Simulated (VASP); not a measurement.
Wanted: the native input for a VASP 6.6.1 run.

* Task: single point
* Functional: PBE
* Potentials or basis: VASP PAW PBE potentials, release 64 (Si, O)
* Cutoff: 520 eV
* k mesh: 2 × 2 × 2
* Occupations: fermi-dirac, width 0.02 eV
* Spin: collinear spin, ferromagnetic start
* Starting moments: [0.0, 0.0, 0.0, 0.0, 0.0, 0.0, 0.0, 0.0, 0.0, 0.0, 0.0, 0.0, 0.0, 0.0, 0.0, 0.0, 1.0] μB
* Dipole correction: no
* Further INCAR settings: LREAL = Auto; ALGO = Normal; EDIFF = 1e-06; NBANDS = 53

The structure of Si16O (a cell with a defect) lies in POSCAR:

```
Si16O
1.0
    0.0000000000      5.4300000000      5.4300000000
    5.4300000000      0.0000000000      5.4300000000
    5.4300000000      5.4300000000      0.0000000000
Si O
16 1
Direct
    0.0011845054      0.0025939459      0.0006350486
    0.0850017277      0.1157136931      0.1788265578
   -0.0269848681     -0.0187874511      0.5504032345
    0.1294556167      0.1217928587      0.6248250697
   -0.0034068265      0.4887270002      0.0162955360
    0.1224471203      0.6277051599      0.1255652899
    0.0007693868      0.4967013234      0.5000842014
    0.1232355141      0.6076625405      0.6408297228
    0.4561406006     -0.0119139631      0.0474217429
    0.6297337604      0.1431798928      0.0750524469
    0.5045513522      0.0088892588      0.4465752117
    0.6165718808      0.1362640686      0.5782672255
    0.4966169053      0.5167714527     -0.0152957235
    0.6231961978      0.6226606078      0.1281601842
    0.4991750546      0.5016914011      0.4975264224
    0.6266680646      0.6359017793      0.6092315383
    0.4351620372      1.0622101816      0.8128616308
```

These files were run (other wordings do the same):

INCAR

```
PREC     = Accurate       # precision mode
ENCUT    = 520            # plane-wave cutoff, eV
EDIFF    = 1E-6           # SCF threshold, eV
ISMEAR   = -1             # smearing method
SIGMA    = 0.02           # smearing width, eV
LREAL    = Auto         
LASPH    = T              # aspherical terms in the spheres
NELM     = 150            # most SCF steps
ALGO     = Normal         # electronic algorithm
ISIF     = 2              # what is computed and relaxed
LWAVE    = F              # write WAVECAR
LCHARG   = F              # write CHGCAR
ISPIN    = 2              # spin polarisation
MAGMOM   = 0 0 0 0 0 0 0 0 0 0 0 0 0 0 0 0 1 # initial moments
LORBIT   = 11             # projections on sites
GGA      = PE             # functional
NBANDS   = 53             # bands
```

KPOINTS

```
regular mesh
0
Gamma
  2 2 2
```

Potentials or basis: VASP PAW PBE potentials, release 64 (Si, O).

Launch:

```sh
$ cat potpaw_PBE.64/Si/POTCAR potpaw_PBE.64/O/POTCAR > POTCAR
$ mpirun -np 1 vasp_std > vasp.out
```

Results of the run:

```yaml
Pressure: 4.3 GPa
Largest_force: 0.076 eV/Å
Band_gap_on_the_k_mesh: 0.50 eV
Net_moment: 0.00 μB per cell
Valence_electrons_inside_the_program's_atomic_spheres: Si 1.68, 1.71, 1.69, 1.70, 1.72; O 5.17
```

Caveat: the k points lie up to 0.50 Å⁻¹ apart.

Run time: 11 min on 1 thread of Oxide Virtual Turin-like Processor (shared host), peak memory 0.68 GiB.
